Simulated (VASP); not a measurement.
Cd9Se7 (a cell with a defect), 16 atoms in the cell. The cell holds a defect, 16 atoms: a = 8.684 Å, b = 8.684 Å, c = 8.684 Å, α = 60.00°, β = 60.00°, γ = 60.00°. 

```yaml
Program: VASP 6.6.1
Task: single point
Functional: PBE
Potentials_or_basis: VASP PAW PBE potentials, release 64 (Cd, Se)
Cutoff: 400 eV
k_mesh: 2 × 2 × 2
Occupations: gaussian, width 0.02 eV
Spin: no spin polarisation
Dipole_correction: no
Charge: -2
Further_INCAR_settings: ALGO = Normal; EDIFF = 1e-06; NBANDS = 89; NELECT = 152.0
```

Potentials or basis: VASP PAW PBE potentials, release 64 (Cd, Se).

The run is started by

```console
$ cat potpaw_PBE.64/Cd/POTCAR potpaw_PBE.64/Se/POTCAR > POTCAR
$ mpirun -np 1 vasp_std > vasp.out
```

Hardware: 1 thread of Intel Xeon 8259CL, on a shared host.

**Question.** How long does it take, and how much memory?

**Answer.** Wall time 2.6 min on 1 thread of Intel Xeon 8259CL, with other jobs on the host, peak memory 0.44 GiB. Counts: scf iterations 15, k points 3.
